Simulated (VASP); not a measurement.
# AlCo (R-3m) in VASP: single point with PBEsol

Aim: the single point of AlCo with PBEsol.

All numbers are computed with VASP 6.6.1; they aren't measurements. Logs are shortened: lines on timing, memory, paths and dates and some standing lists are left out, and cuts for length are marked.

### 1 The cell of the first run

It takes space group R-3m (No. 166, trigonal). The conventional cell has a = 5.024 Å, b = 5.024 Å, c = 3.076 Å, α = 90.00°, β = 90.00°, γ = 120.00°. Within 2.0 Å of Al (site symmetry -3m) lie 2 Co at 1.54 Å. Co (site symmetry -3m) has 2 Al at 1.54 Å within 2.0 Å.

### 2 Single point, PBEsol

INCAR reads:

```
SYSTEM = AlCo
PREC = Accurate
ENCUT = 690
EDIFF = 1E-6
ISMEAR = 0
SIGMA = 0.15
LREAL = .FALSE.
LASPH = .TRUE.
NELM = 120
ALGO = Normal
ISIF = 2
LWAVE = .FALSE.
LCHARG = .TRUE.
GGA = PS
LELF = .TRUE.
LVHAR = .TRUE.
NBANDS = 17
GGA_COMPAT = .FALSE.
```

KPOINTS reads:

```
Automatic mesh
0
G
  18 18 18
  0 0 0
```

POSCAR reads:

```
AlCo
1.0
    2.9601878770     -0.5920375754     -0.5920375754
   -0.5920375754      2.9601878770     -0.5920375754
   -0.5920375754     -0.5920375754      2.9601878770
Al Co
1 1
Direct
    0.0000000000      0.0000000000      0.0000000000
    0.5000000000      0.5000000000      0.5000000000
```

Potentials or basis: VASP PAW PBE potentials, release 64 (Al, Co_sv).

On the command line:

```console
> cat potpaw_PBE.64/Al/POTCAR potpaw_PBE.64/Co_sv/POTCAR > POTCAR
> mpirun -np 1 vasp_std > vasp.out
```

OUTCAR:

```text
SYSTEM = AlCo
   PREC = Accurate
   ENCUT = 690
   EDIFF = 1E-6
   ISMEAR = 0
   LREAL = .FALSE.
   LASPH = .TRUE.
   NELM = 120
   ISIF = 2
   GGA = PS

 ion  position               nearest neighbor table
   1  0.000  0.000  0.000-   2 1.54   2 1.54   2 2.95   2 2.95   2 2.95   2 2.95   2 2.95   2 2.95

   2  0.500  0.500  0.500-   1 1.54   1 1.54   1 2.95   1 2.95   1 2.95   1 2.95   1 2.95   1 2.95

  LATTYP: Found a body centered cubic cell.
 ALAT       =     3.5522254524

  Lattice vectors:

 A1 = (   2.9601878770,  -0.5920375754,  -0.5920375754)
 A2 = (  -0.5920375754,   2.9601878770,  -0.5920375754)
 A3 = (  -0.5920375754,  -0.5920375754,   2.9601878770)

Analysis of symmetry for initial positions (statically):
=====================================================================
 Subroutine PRICEL returns:
 Original cell was already a primitive cell.

 Routine SETGRP: Setting up the symmetry group for a
 body centered cubic supercell.

 Subroutine GETGRP returns: Found 12 space group operations
 (whereof 12 operations were pure point group operations)
 out of a pool of 48 trial point group operations.

The static configuration has the point symmetry D_3d.

Analysis of symmetry for dynamics (positions and initial velocities):
=====================================================================
 Subroutine PRICEL returns:
 Original cell was already a primitive cell.

 Routine SETGRP: Setting up the symmetry group for a
 body centered cubic supercell.

 Subroutine GETGRP returns: Found 12 space group operations
 (whereof 12 operations were pure point group operations)
 out of a pool of 48 trial point group operations.

The dynamic configuration has the point symmetry D_3d.

 Subroutine INISYM returns: Found 12 space group operations
 (whereof 12 operations are pure point group operations),
 and found     1 'primitive' translations

----------------------------------------------------------------------------------------

                                     Primitive cell

  volume of cell :      22.4115

  direct lattice vectors                    reciprocal lattice vectors
     2.960187877 -0.592037575 -0.592037575     0.375351551  0.093837888  0.093837888
    -0.592037575  2.960187877 -0.592037575     0.093837888  0.375351551  0.093837888
    -0.592037575 -0.592037575  2.960187877     0.093837888  0.093837888  0.375351551

  length of vectors
     3.076317482  3.076317482  3.076317482     0.398120441  0.398120441  0.398120441

  position of ions in fractional coordinates (direct lattice)
     0.000000000  0.000000000  0.000000000
     0.500000000  0.500000000  0.500000000

  ion indices of the primitive-cell ions
   primitive index   ion index
                 1           1
                 2           2

----------------------------------------------------------------------------------------

 KPOINTS: Automatic mesh

Automatic generation of k-mesh.
 Grid dimensions read from file:
 generate k-points for:   18   18   18

 Generating k-lattice:

  Cartesian coordinates                     Fractional coordinates (reciprocal lattice)
     0.020852864  0.005213216  0.005213216     0.055555556  0.000000000  0.000000000
     0.005213216  0.020852864  0.005213216     0.000000000  0.055555556  0.000000000
     0.005213216  0.005213216  0.020852864     0.000000000  0.000000000  0.055555556

  Length of vectors
     0.022117802  0.022117802  0.022117802

  Shift w.r.t. Gamma in fractional coordinates (k-lattice)
     0.000000000  0.000000000  0.000000000

 Subroutine IBZKPT returns following result:
 ===========================================

 Found    580 irreducible k-points:

 Following reciprocal coordinates:
            Coordinates               Weight
  0.000000  0.000000  0.000000      1.000000
  0.055556  0.000000  0.000000      6.000000
  0.055556  0.000000 -0.055556      6.000000
  0.111111  0.000000  0.000000      6.000000
  0.111111  0.000000 -0.111111      6.000000
  0.166667  0.000000  0.000000      6.000000
[... 16 lines left out ...]
  0.111111  0.055556  0.000000     12.000000
  0.166667  0.000000 -0.111111     12.000000
 [... further k-points ...]
   k-points           NKPTS =    580   k-points in BZ     NKDIM =    580   number of bands    NBANDS=     17
   number of dos      NEDOS =    301   number of ions     NIONS =      2
   total plane-waves  NPLWV =  21952
   dimension x,y,z NGX =    28 NGY =   28 NGZ =   28
   dimension x,y,z NGXF=    56 NGYF=   56 NGZF=   56
   ions per type =               1   1
   NGX,Y,Z   is equivalent  to a cutoff of  15.13, 15.13, 15.13 a.u.
   NGXF,Y,Z  is equivalent  to a cutoff of  30.26, 30.26, 30.26 a.u.
 SYSTEM =  AlCo
   PREC   = accura    normal or accurate (medium, high low for compatibility)
   ISTART =      0    job   : 0-new  1-cont  2-samecut
   ICHARG =      2    charge: 1-file 2-atom 10-const
   ISPIN  =      1    spin polarized calculation?
   LNONCOLLINEAR =      F non collinear calculations
   LSORBIT =      F    spin-orbit coupling
   LASPH  =      T    aspherical Exc in radial PAW
   ENCUT  =  690.0 eV  50.71 Ry    7.12 a.u.   6.59  6.59  6.59*2*pi/ulx,y,z
   NELM   =    120;   NELMIN=  2; NELMDL= -5     # of ELM steps
   EDIFF  = 0.1E-05   stopping-criterion for ELM
   LREAL  =      F    real-space projection
   EDIFFG = 0.1E-04   stopping-criterion for IOM
   NSW    =      0    number of steps for IOM
   IBRION =     -1    ionic relax: 0-MD 1-quasi-New 2-CG
   NFREE  =      0    steps in history (QN), initial steepest desc. (CG)
   ISIF   =      2    stress and relaxation
   ISYM   =      2    0-nonsym 1-usesym 2-fastsym
   POTIM  = 0.5000    time-step for ionic-motion
   TEBEG  =    0.0;   TEEND  =   0.0 temperature during run
   PSTRESS=    0.0 pullay stress
   NELECT =      20.0000    total number of electrons
   NUPDOWN=      -1.0000    fix difference up-down
   EMIN   =  10.00;   EMAX   =-10.00  energy-range for DOS
   EFERMI =   0.00;   METHOD = LEGACY
   ISMEAR =     0;   SIGMA  =   0.15  broadening in eV -4-tet -1-fermi 0-gaus
   EFERMI_NEDOS =   21; number of points for ismear=-14 and -15
   IALGO  =     38    algorithm
   IMIX   =      4    mixing-type and parameters
     AMIX     =   0.40;   BMIX     =  1.00
     AMIX_MAG =   1.60;   BMIX_MAG =  1.00
  volume/ion in A,a.u.               =      11.21        75.62
  Fermi-wavevector in a.u.,A,eV,Ry     =   1.576138  2.978469 33.799753  2.484212
  Thomas-Fermi vector in A             =   2.677017
   LORBIT       =      0    0 simple, 1 ext, 2 COOP (PROOUT), +10 PAW based schemes
   GGA     = PS    functional components
   LHFCALC =     F    Hartree Fock is set to
   AEXX    =    0.0000 exact exchange contribution
   IVDW    =     0    specifies the selected vdW correction
   LEPSILON=     F    determine dielectric tensor
   LRPA    =     F    only Hartree local field effects (RPA)
 non-spin polarized calculation
 Gauss-broadening in eV      SIGMA  =   0.15
  energy-cutoff  :      690.00
  volume of cell :       22.41
 maximum number of plane-waves:       947
   NGX = 13   NGY = 13   NGZ = 13

 number of electron      20.0000009 magnetization

 Free energy of the ion-electron system (eV)
  ---------------------------------------------------
  ext. energy  EPLUGINS =         0.00000000
  ---------------------------------------------------
  free energy    TOTEN  =         0.71361565 eV

  energy without entropy =        0.72449725  energy(sigma->0) =        0.71905645

 E-fermi :  11.4687     XC(G=0): -12.4220

 val. band max:       11.4637796777   @ k =  -0.3889  -0.2222  -0.2222
 cond. band min:      11.4742482673   @ k =  -0.3333  -0.1667  -0.2778
 fundamental gap:      0.0104685897
 Fermi energy:        11.4686752527

 k-point     1 :       0.0000    0.0000    0.0000
  band No.  band energies     occupation
      1     -83.0253      2.00000
      2     -47.5110      2.00000
      3     -46.1132      2.00000
      4     -46.1132      2.00000
      5       1.0270      2.00000
      6       7.7311      2.00000
[... 9 lines left out ...]
     16      25.2883      0.00000
     17      25.9358      0.00000

 k-point     2 :       0.0556    0.0000    0.0000
  band No.  band energies     occupation
      1     -83.0230      2.00000
      2     -47.5206      2.00000
      3     -46.1141      2.00000
      4     -46.1137      2.00000
      5       1.1039      2.00000
      6       7.7245      2.00000
[... 9 lines left out ...]
     16      25.1713      0.00000
     17      25.3243      0.00000

 k-point     3 :       0.0556    0.0000   -0.0556
  band No.  band energies     occupation
      1     -83.0252      2.00000
      2     -47.5112      2.00000
      3     -46.1141      2.00000
      4     -46.1135      2.00000
      5       1.1017      2.00000
      6       7.7184      2.00000
[... 9 lines left out ...]
     16      25.3625      0.00000
     17      25.7429      0.00000

 k-point     4 :       0.1111    0.0000    0.0000
  band No.  band energies     occupation
      1     -83.0164      2.00000
      2     -47.5478      2.00000
      3     -46.1165      2.00000
      4     -46.1147      2.00000
      5       1.3334      2.00000
      6       7.6547      2.00000
[... 9 lines left out ...]
     16      25.1233      0.00000
     17      25.1322      0.00000

 k-point     5 :       0.1111    0.0000   -0.1111
  band No.  band energies     occupation
      1     -83.0250      2.00000
      2     -47.5115      2.00000
      3     -46.1162      2.00000
      4     -46.1140      2.00000
      5       1.3244      2.00000
      6       7.6742      2.00000
[... 9 lines left out ...]
     16      24.5306      0.00000
     17      26.1369      0.00000

 k-point     6 :       0.1667    0.0000    0.0000
  band No.  band energies     occupation
      1     -83.0064      2.00000
      2     -47.5894      2.00000
      3     -46.1201      2.00000
      4     -46.1163      2.00000
      5       1.7112      2.00000
      6       7.5459      2.00000
[... 9 lines left out ...]
     16      25.0138      0.00000
     17      25.6999      0.00000

 k-point     7 :       0.1667    0.0000   -0.1667
  band No.  band energies     occupation
      1     -83.0247      2.00000
      2     -47.5118      2.00000
      3     -46.1195      2.00000
      4     -46.1148      2.00000
      5       1.6912      2.00000
      6       7.6040      2.00000
[... 9 lines left out ...]
     16      24.5970      0.00000
     17      27.2974      0.00000

 k-point     8 :       0.2222    0.0000    0.0000
  band No.  band energies     occupation
      1     -82.9940      2.00000
      2     -47.6404      2.00000
      3     -46.1246      2.00000
      4     -46.1183      2.00000
      5       2.2292      2.00000
      6       7.4108      2.00000
[... 9 lines left out ...]
     16      25.0720      0.00000
     17      26.3738      0.00000
[... 203 lines left out ...]
      1     -83.0232      2.00000
      2     -47.5137      2.00000
      3     -46.1385      2.00000
      4     -46.1194      2.00000
      5       5.6481      2.00000
      6       6.6012      2.00000
[... 9 lines left out ...]
     16      29.4630      0.00000
     17      29.7004      0.00000

 k-point    20 :       0.0556    0.0556    0.0000
  band No.  band energies     occupation
      1     -83.0165      2.00000
      2     -47.5477      2.00000
      3     -46.1153      2.00000
      4     -46.1150      2.00000
      5       1.2595      2.00000
      6       7.6866      2.00000
[... 9 lines left out ...]
     16      24.6146      0.00000
     17      26.1437      0.00000

 k-point    21 :       0.1111   -0.0000   -0.0556
  band No.  band energies     occupation
      1     -83.0229      2.00000
      2     -47.5207      2.00000
      3     -46.1157      2.00000
      4     -46.1139      2.00000
      5       1.2526      2.00000
      6       7.6832      2.00000
[... 9 lines left out ...]
     16      24.6984      0.00000
     17      25.9948      0.00000

 k-point    22 :       0.1111   -0.0556   -0.0556
  band No.  band energies     occupation
      1     -83.0251      2.00000
      2     -47.5113      2.00000
      3     -46.1155      2.00000
      4     -46.1138      2.00000
      5       1.2504      2.00000
      6       7.6937      2.00000
[... 9 lines left out ...]
     16      25.3821      0.00000
     17      25.4611      0.00000

 k-point    23 :       0.1111    0.0556    0.0000
  band No.  band energies     occupation
      1     -83.0065      2.00000
      2     -47.5892      2.00000
      3     -46.1181      2.00000
      4     -46.1167      2.00000
      5       1.5655      2.00000
      6       7.5976      2.00000
[... 9 lines left out ...]
     16      24.4932      0.00000
     17      25.9653      0.00000

 k-point    24 :       0.1667    0.0000   -0.1111
  band No.  band energies     occupation
      1     -83.0226      2.00000
      2     -47.5210      2.00000
      3     -46.1184      2.00000
      4     -46.1146      2.00000
      5       1.5474      2.00000
      6       7.6215      2.00000
[... 9 lines left out ...]
     16      25.1001      0.00000
     17      26.7727      0.00000

 [... further k-points ...]

------------------------ aborting loop because EDIFF is reached ----------------------------------------

  FORCE on cell =-STRESS in cart. coord.  units (eV):
  Direction    XX          YY          ZZ          XY          YZ          ZX
  --------------------------------------------------------------------------------------
  -------------------------------------------------------------------------------------
  Total       21.9974745     21.9974745     21.9974745     27.1912639     27.1912639     27.1912639
  in kB     1572.5766957   1572.5766957   1572.5766957   1943.8753300   1943.8753300   1943.8753300
  external PRESSURE =    1572.5766957 kB  Pullay stress =       0.0000000 kB

 VOLUME and BASIS-vectors are now :
 -----------------------------------------------------------------------------
  energy-cutoff  :      690.00
  volume of cell :       22.41
      direct lattice vectors                 reciprocal lattice vectors
     2.960187877 -0.592037575 -0.592037575     0.375351551  0.093837888  0.093837888
    -0.592037575  2.960187877 -0.592037575     0.093837888  0.375351551  0.093837888
    -0.592037575 -0.592037575  2.960187877     0.093837888  0.093837888  0.375351551

 POSITION                                       TOTAL-FORCE (eV/Angst)
 -----------------------------------------------------------------------------------
      0.00000      0.00000      0.00000        -0.000000     -0.000000     -0.000000
      0.88806      0.88806      0.88806         0.000000      0.000000      0.000000
 -----------------------------------------------------------------------------------
    total drift:                               -0.000000      0.000000      0.000000

  FREE ENERGIE OF THE ION-ELECTRON SYSTEM (eV)
  ---------------------------------------------------
  free  energy   TOTEN  =         0.7136156533 eV

  energy  without entropy=        0.7244972521  energy(sigma->0) =        0.71905645
```

Run time: 3.2 min. Hardware: 1 thread of Intel Xeon Platinum 8559C (Emerald Rapids), shared host; peak memory 0.42 GiB.

Results:

| Property | Result |
| --- | --- |
| Free energy | 0.7136 eV |
| Pressure | 157.3 GPa |
| Band gap on the k mesh | zero (bands 10 and 11 overlap by 1.45 eV) |

Levels at points of the mesh, in eV from the Fermi level:
```
           k point  band 7  band 8  band 9  band 10  band 11  band 12  band 13  band 14
(0.00, 0.00, 0.00)   -3.72   -3.72   -1.53    -1.53     9.33     9.33    10.83    12.39
(0.50, 0.00, 0.00)   -3.63   -2.59   -1.53    -1.49    -0.11     5.88     7.70     9.63
(0.50, 0.00, 0.50)   -3.82   -3.33   -3.12    -0.49     0.63     4.91     6.62     9.89
(0.50, 0.50, 0.50)   -2.73   -0.90   -0.90     1.28     1.28     1.74     3.92     5.25
```

Caveat: atoms lie so close that the PAW spheres overlap strongly, which falsifies energies and pressures; the cell stands under pressure; the PAW data sets were made with another functional, which shifts forces and pressure a little; the run has no spin polarisation, though such a crystal can be magnetic.
